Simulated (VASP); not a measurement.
# Cl (Cmce) in VASP: single point with r2SCAN

Aim: the single point of Cl with r2SCAN.

All numbers are computed with VASP 6.6.1; they aren't measurements. Logs are shortened: lines on timing, memory, paths and dates and some standing lists are left out, and cuts for length are marked.

## (1) The cell of the first run

It takes space group Cmce (No. 64, orthorhombic). The conventional cell has a = 6.529 Å, b = 4.145 Å, c = 8.266 Å, α = 90.00°, β = 90.00°, γ = 90.00°. Within 2.7 Å of Cl (site symmetry m) lie 1 Cl at 2.01 Å.

## (2) Single point, r2SCAN

File POSCAR:

```
Cl
1.0
    3.2643639804     -2.0724247211      0.0000000000
    3.2643639804      2.0724247211      0.0000000000
    0.0000000000      0.0000000000      8.2655647637
Cl
4
Direct
    0.8804188760      0.1195811240      0.1058368649
    0.6195811240      0.3804188760      0.6058368649
    0.1195811240      0.8804188760      0.8941631351
    0.3804188760      0.6195811240      0.3941631351
```

File INCAR.step1:

```
SYSTEM = Cl
PREC     = Accurate       ! precision mode
ENCUT    = 520            ! plane-wave cutoff, eV
ISMEAR   = -1             ! smearing method
SIGMA    = 0.05           ! smearing width, eV
LREAL    = .False.        ! projectors in reciprocal space
LASPH    = .True.         ! aspherical terms in the spheres
NELM     = 100            ! most SCF steps
NBANDS   = 22             ! bands
GGA      = PE             ! functional
ALGO     = Normal         ! electronic algorithm
EDIFF    = 1E-4           ! SCF threshold, eV
LWAVE    = .True.         ! write WAVECAR
LCHARG   = .False.        ! write CHGCAR
```

File INCAR.step2:

```
SYSTEM = Cl
PREC     = Accurate       ! precision mode
ENCUT    = 520            ! plane-wave cutoff, eV
EDIFF    = 1E-6           ! SCF threshold, eV
ISMEAR   = -1             ! smearing method
SIGMA    = 0.05           ! smearing width, eV
LREAL    = .False.        ! projectors in reciprocal space
LASPH    = .True.         ! aspherical terms in the spheres
NELM     = 100            ! most SCF steps
ALGO     = Normal         ! electronic algorithm
ISIF     = 2              ! what is computed and relaxed
LWAVE    = .False.        ! write WAVECAR
LCHARG   = .False.        ! write CHGCAR
METAGGA  = R2SCAN         ! meta-GGA
LMIXTAU  = .True.       
NBANDS   = 22             ! bands
ISTART   = 1
```

File KPOINTS:

```
regular mesh
0
Gamma
  5 5 2
  0 0 0
```

Potentials or basis: VASP PAW PBE potentials, release 64 (Cl).

Started as:

```bash
$ cat potpaw_PBE.64/Cl/POTCAR > POTCAR
$ cp INCAR.step1 INCAR
$ mpirun -np 1 vasp_std > vasp.out
$ cp INCAR.step2 INCAR
$ mpirun -np 1 vasp_std > vasp.out
```

OUTCAR:

```text
SYSTEM = Cl
   PREC = Accurate
   ENCUT = 520
   EDIFF = 1E-6
   ISMEAR = -1
   LREAL = .False.
   LASPH = .True.
   NELM = 100
   ISIF = 2
   METAGGA = R2SCAN
   ISTART = 1

 ion  position               nearest neighbor table
   1  0.880  0.120  0.106-   3 2.01
   2  0.620  0.380  0.606-   4 2.01
   3  0.120  0.880  0.894-   1 2.01
   4  0.380  0.620  0.394-   2 2.01

  LATTYP: Found a base centered orthorhombic cell.
 ALAT       =     4.1448494422
 B/A-ratio  =     1.5751423669
 C/A-ratio  =     1.9941773227

  Lattice vectors:

 A1 = (  -3.2643639804,  -2.0724247211,   0.0000000000)
 A2 = (   3.2643639804,  -2.0724247211,   0.0000000000)
 A3 = (   0.0000000000,   0.0000000000,   8.2655647637)

Analysis of symmetry for initial positions (statically):
=====================================================================
 Subroutine PRICEL returns:
 Original cell was already a primitive cell.

 Routine SETGRP: Setting up the symmetry group for a
 base centered orthorhombic supercell.

 Subroutine GETGRP returns: Found  8 space group operations
 (whereof  4 operations were pure point group operations)
 out of a pool of  8 trial point group operations.

The static configuration has the point symmetry C_2h.
 The point group associated with its full space group is D_2h.

Analysis of symmetry for dynamics (positions and initial velocities):
=====================================================================
 Subroutine PRICEL returns:
 Original cell was already a primitive cell.

 Routine SETGRP: Setting up the symmetry group for a
 base centered orthorhombic supercell.

 Subroutine GETGRP returns: Found  8 space group operations
 (whereof  4 operations were pure point group operations)
 out of a pool of  8 trial point group operations.

The dynamic configuration has the point symmetry C_2h.
 The point group associated with its full space group is D_2h.

 Subroutine INISYM returns: Found  8 space group operations
 (whereof  4 operations are pure point group operations),
 and found     1 'primitive' translations

----------------------------------------------------------------------------------------

                                     Primitive cell

  volume of cell :     111.8355

  direct lattice vectors                    reciprocal lattice vectors
     3.264363980 -2.072424721  0.000000000     0.153169194 -0.241263287  0.000000000
     3.264363980  2.072424721  0.000000000     0.153169194  0.241263287  0.000000000
     0.000000000  0.000000000  8.265564764     0.000000000  0.000000000  0.120983868

  length of vectors
     3.866654422  3.866654422  8.265564764     0.285777493  0.285777493  0.120983868

  position of ions in fractional coordinates (direct lattice)
     0.880418876  0.119581124  0.105836865
     0.619581124  0.380418876  0.605836865
     0.119581124  0.880418876  0.894163135
     0.380418876  0.619581124  0.394163135

  ion indices of the primitive-cell ions
   primitive index   ion index
                 1           1
                 2           2
                 3           3
                 4           4

----------------------------------------------------------------------------------------

 KPOINTS: regular mesh

Automatic generation of k-mesh.
 Grid dimensions read from file:
 generate k-points for:    5    5    2

 Generating k-lattice:

  Cartesian coordinates                     Fractional coordinates (reciprocal lattice)
     0.030633839 -0.048252657  0.000000000     0.200000000  0.000000000  0.000000000
     0.030633839  0.048252657  0.000000000     0.000000000  0.200000000  0.000000000
     0.000000000  0.000000000  0.060491934     0.000000000  0.000000000  0.500000000

  Length of vectors
     0.057155499  0.057155499  0.060491934

  Shift w.r.t. Gamma in fractional coordinates (k-lattice)
     0.000000000  0.000000000  0.000000000

 Subroutine IBZKPT returns following result:
 ===========================================

 Found     18 irreducible k-points:

 Following reciprocal coordinates:
            Coordinates               Weight
  0.000000  0.000000  0.000000      1.000000
  0.200000  0.000000  0.000000      4.000000
  0.400000  0.000000  0.000000      4.000000
  0.200000  0.200000  0.000000      2.000000
  0.400000  0.200000  0.000000      4.000000
 -0.400000  0.200000  0.000000      4.000000
[... 10 lines left out ...]
  0.400000  0.400000  0.500000      2.000000
 -0.400000  0.400000  0.500000      2.000000
   k-points           NKPTS =     18   k-points in BZ     NKDIM =     18   number of bands    NBANDS=     22
   number of dos      NEDOS =    301   number of ions     NIONS =      4
   total plane-waves  NPLWV =  57600
   dimension x,y,z NGX =    30 NGY =   30 NGZ =   64
   dimension x,y,z NGXF=    60 NGYF=   60 NGZF=  128
   ions per type =               4
   NGX,Y,Z   is equivalent  to a cutoff of  12.90, 12.90, 12.87 a.u.
   NGXF,Y,Z  is equivalent  to a cutoff of  25.80, 25.80, 25.74 a.u.
 SYSTEM =  Cl
   PREC   = accura    normal or accurate (medium, high low for compatibility)
   ISTART =      1    job   : 0-new  1-cont  2-samecut
   ICHARG =      0    charge: 1-file 2-atom 10-const
   ISPIN  =      1    spin polarized calculation?
   LNONCOLLINEAR =      F non collinear calculations
   LSORBIT =      F    spin-orbit coupling
   LASPH  =      T    aspherical Exc in radial PAW
   ENCUT  =  520.0 eV  38.22 Ry    6.18 a.u.   7.19  7.19 15.37*2*pi/ulx,y,z
   NELM   =    100;   NELMIN=  2; NELMDL=  0     # of ELM steps
   EDIFF  = 0.1E-05   stopping-criterion for ELM
   LREAL  =      F    real-space projection
   EDIFFG = 0.1E-04   stopping-criterion for IOM
   NSW    =      0    number of steps for IOM
   IBRION =     -1    ionic relax: 0-MD 1-quasi-New 2-CG
   NFREE  =      0    steps in history (QN), initial steepest desc. (CG)
   ISIF   =      2    stress and relaxation
   ISYM   =      2    0-nonsym 1-usesym 2-fastsym
   POTIM  = 0.5000    time-step for ionic-motion
   TEBEG  =    0.0;   TEEND  =   0.0 temperature during run
   PSTRESS=    0.0 pullay stress
   NELECT =      28.0000    total number of electrons
   NUPDOWN=      -1.0000    fix difference up-down
   EMIN   =  10.00;   EMAX   =-10.00  energy-range for DOS
   EFERMI =   0.00;   METHOD = LEGACY
   ISMEAR =    -1;   SIGMA  =   0.05  broadening in eV -4-tet -1-fermi 0-gaus
   EFERMI_NEDOS =   21; number of points for ismear=-14 and -15
   IALGO  =     38    algorithm
   IMIX   =      4    mixing-type and parameters
     AMIX     =   0.40;   BMIX     =  1.00
     AMIX_MAG =   1.60;   BMIX_MAG =  1.00
  volume/ion in A,a.u.               =      27.96       188.68
  Fermi-wavevector in a.u.,A,eV,Ry     =   1.031813  1.949843 14.485273  1.064638
  Thomas-Fermi vector in A             =   2.165979
   LORBIT       =      0    0 simple, 1 ext, 2 COOP (PROOUT), +10 PAW based schemes
   METAGGA = R2SCAN    functional components
   LHFCALC =     F    Hartree Fock is set to
   AEXX    =    0.0000 exact exchange contribution
   IVDW    =     0    specifies the selected vdW correction
   LEPSILON=     F    determine dielectric tensor
   LRPA    =     F    only Hartree local field effects (RPA)
 non-spin polarized calculation
  energy-cutoff  :      520.00
  volume of cell :      111.84
 maximum number of plane-waves:      3036
 NGX is ok and might be reduce to    30
   NGX = 15   NGY = 15   NGZ = 31

 number of electron      27.9999992 magnetization

 Free energy of the ion-electron system (eV)
  ---------------------------------------------------
  ext. energy  EPLUGINS =         0.00000000
  ---------------------------------------------------
  free energy    TOTEN  =       -24.60045054 eV

  energy without entropy =      -24.60045054  energy(sigma->0) =      -24.60045054

 E-fermi :   0.4947     XC(G=0):  -8.3494

 val. band max:       -0.6496968011   @ k =   0.0000   0.0000   0.0000
 cond. band min:       2.0340665247   @ k =   0.0000   0.0000   0.0000
 fundamental gap:      2.6837633257
 Fermi energy:         0.4947094248

 k-point     1 :       0.0000    0.0000    0.0000
  band No.  band energies     occupation
      1     -18.1449      2.00000
      2     -17.8612      2.00000
      3     -14.0558      2.00000
      4     -13.2407      2.00000
      5      -6.4403      2.00000
      6      -5.1678      2.00000
[... 14 lines left out ...]
     21      10.8295      0.00000
     22      10.8947      0.00000

 k-point     2 :       0.2000    0.0000    0.0000
  band No.  band energies     occupation
      1     -18.0628      2.00000
      2     -17.8293      2.00000
      3     -13.9749      2.00000
      4     -13.3204      2.00000
      5      -6.4020      2.00000
      6      -5.3395      2.00000
[... 14 lines left out ...]
     21      10.0703      0.00000
     22      10.9729      0.00000

 k-point     3 :       0.4000    0.0000    0.0000
  band No.  band energies     occupation
      1     -17.8963      2.00000
      2     -17.8045      2.00000
      3     -13.7734      2.00000
      4     -13.5271      2.00000
      5      -6.2442      2.00000
      6      -5.8254      2.00000
[... 14 lines left out ...]
     21      10.8163      0.00000
     22      11.6943      0.00000
[... 326 lines left out ...]
 k-point    17 :       0.4000    0.4000    0.5000
  band No.  band energies     occupation
      1     -17.8465      2.00000
      2     -17.8465      2.00000
      3     -13.5451      2.00000
      4     -13.5451      2.00000
      5      -5.8086      2.00000
      6      -5.8086      2.00000
[... 14 lines left out ...]
     21      10.2969      0.00000
     22      10.2969      0.00000

 k-point    18 :      -0.4000    0.4000    0.5000
  band No.  band energies     occupation
      1     -17.8157      2.00000
      2     -17.8157      2.00000
      3     -13.5649      2.00000
      4     -13.5649      2.00000
      5      -5.8453      2.00000
      6      -5.8453      2.00000
[... 14 lines left out ...]
     21      10.5926      0.00000
     22      10.5926      0.00000

------------------------ aborting loop because EDIFF is reached ----------------------------------------

  FORCE on cell =-STRESS in cart. coord.  units (eV):
  Direction    XX          YY          ZZ          XY          YZ          ZX
  --------------------------------------------------------------------------------------
  -------------------------------------------------------------------------------------
  Total       -0.0676597     -0.2431306     -0.6352740      0.0000000      0.0000000      0.0000000
  in kB       -0.9693052     -3.4831347     -9.1010563      0.0000000      0.0000000      0.0000000
  external PRESSURE =      -4.5178321 kB  Pullay stress =       0.0000000 kB

 VOLUME and BASIS-vectors are now :
 -----------------------------------------------------------------------------
  energy-cutoff  :      520.00
  volume of cell :      111.84
      direct lattice vectors                 reciprocal lattice vectors
     3.264363980 -2.072424721  0.000000000     0.153169194 -0.241263287  0.000000000
     3.264363980  2.072424721  0.000000000     0.153169194  0.241263287  0.000000000
     0.000000000  0.000000000  8.265564764     0.000000000  0.000000000  0.120983868

 POSITION                                       TOTAL-FORCE (eV/Angst)
 -----------------------------------------------------------------------------------
      3.26436     -1.57678      0.87480         0.000000     -0.093569     -0.168492
      3.26436     -0.49565      5.00758         0.000000      0.093569     -0.168492
      3.26436      1.57678      7.39076         0.000000      0.093569      0.168492
      3.26436      0.49565      3.25798         0.000000     -0.093569      0.168492
 -----------------------------------------------------------------------------------
    total drift:                               -0.000000     -0.000000     -0.000000

  FREE ENERGIE OF THE ION-ELECTRON SYSTEM (eV)
  ---------------------------------------------------
  free  energy   TOTEN  =       -24.6004505390 eV

  energy  without entropy=      -24.6004505389  energy(sigma->0) =      -24.60045054
```

It took 2.4 min on 1 thread of Intel Xeon Platinum 8259CL at 2.50GHz (Skylake/Cascade Lake), shared host; peak memory 0.23 GiB.

Results:

* Free energy: -24.6005 eV
* Pressure: -0.5 GPa
* Largest force: 0.193 eV/Å
* Band gap on the k mesh: 2.68 eV, direct

Forces on the atoms (eV/Å):
```
Cl   0.000 -0.094 -0.168
Cl   0.000  0.094 -0.168
Cl   0.000  0.094  0.168
Cl   0.000 -0.094  0.168
```

Caveat: the PAW data sets were made with another functional, which shifts forces and pressure a little.
